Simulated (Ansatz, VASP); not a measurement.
**SnSe in VASP and in Ansatz**

```
CELL_PARAMETERS angstrom
0.00000 2.98877 3.07843
2.98877 0.00000 3.07843
2.98877 2.98877 0.00000
ATOMIC_POSITIONS crystal
Sn 0.00000 0.00000 0.00000
Se 0.50000 0.50000 0.50000
```

Change from the starting cell: strain +0.000 along x and y, +0.030 along z, atoms carried along.

Alike in both runs: task single point; functional PBE; dispersion D3(BJ); k mesh 10 × 10 × 10; occupations gaussian, width 0.05 eV; no spin polarisation.

|  | VASP | Ansatz |
| --- | --- | --- |
| version | VASP 6.6.1 | Ansatz 0.2.0 |
| potentials or method | VASP PAW PBE potentials, release 64 (Sn_d, Se), cutoff 520 eV | scalar-relativistic, plane waves, PAW |
| valence electrons in the cell | 20 | 30 |

|  | VASP | Ansatz | Ansatz less VASP |
| --- | --- | --- | --- |
| gap on the k mesh at the Fermi level (eV) | 0.49 | 0.49 | 0.000 |
| least direct gap on the mesh (eV) | 0.56 | 0.56 | 0.000 |
| pressure (GPa) | -1.4 | -1.4 | 0.00 |
| traceless stress, the component that is largest in VASP (GPa) | -2.20 | -2.20 | +0.008 |

VASP's potentials hold 20 valence electrons a cell and Ansatz's 30, so a difference there can come from the potentials and not from the codes.
